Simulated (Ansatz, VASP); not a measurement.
**Two plane-wave programs on K**

INCAR

```
  ALGO = Fast
  EDIFF = 1E-6
  ENCUT = 520
  GGA = PE
  ISIF = 2
  ISMEAR = 0
  LASPH = T
  LCHARG = T
  LELF = T
  LREAL = F
  LVHAR = T
  LWAVE = F
  NBANDS = 10
  NELM = 60
  PREC = Accurate
  SIGMA = 0.15
```

Contents of KPOINTS:

```
k-points
0
Gamma
  14 14 14
```

The input POSCAR:

```
K
1.0
   -1.6817441141      2.7054144445      2.7054144445
    2.7054144445     -1.6817441141      2.7054144445
    2.7054144445      2.7054144445     -1.6817441141
K
1
Direct
    0.0000000000      0.0000000000      0.0000000000
```

Input for Ansatz:

```yaml
crystal:
  lattice:
    - [-1.6817441141, 2.7054144445, 2.7054144445]
    - [2.7054144445, -1.6817441141, 2.7054144445]
    - [2.7054144445, 2.7054144445, -1.6817441141]
  atoms:
    - { symbol: K, position: [0.0, 0.0, 0.0] }
basis:
  ecutwfc: 420
kpoints:
  mp_grid: { grid: [14, 14, 14] }
hamiltonian:
  xc: pbe
scf:
  occupations: { method: gaussian, width: 0.15 }
output:
  forces: true
  stress: true
  eigenvalues: true
```

Alike in both runs: task single point; functional PBE; k mesh 14 × 14 × 14; occupations gaussian, width 0.15 eV; no spin polarisation.

|  | VASP | Ansatz |
| --- | --- | --- |
| version | VASP 6.6.1 | Ansatz 0.2.0 |
| potentials or method | VASP PAW PBE potentials, release 64 (K_sv), cutoff 520 eV | scalar-relativistic, plane waves, PAW |
| valence electrons in the cell | 9 | 9 |

```tsv
	VASP	Ansatz	Ansatz less VASP
gap on the k mesh at the Fermi level (eV)	none	none	-
pressure (GPa)	0.3	0.3	+0.01
traceless stress, the component that is largest in VASP (GPa)	-0.16	-0.16	0.000
```

A gap of «none» marks a metal or a gap that the smearing closes.
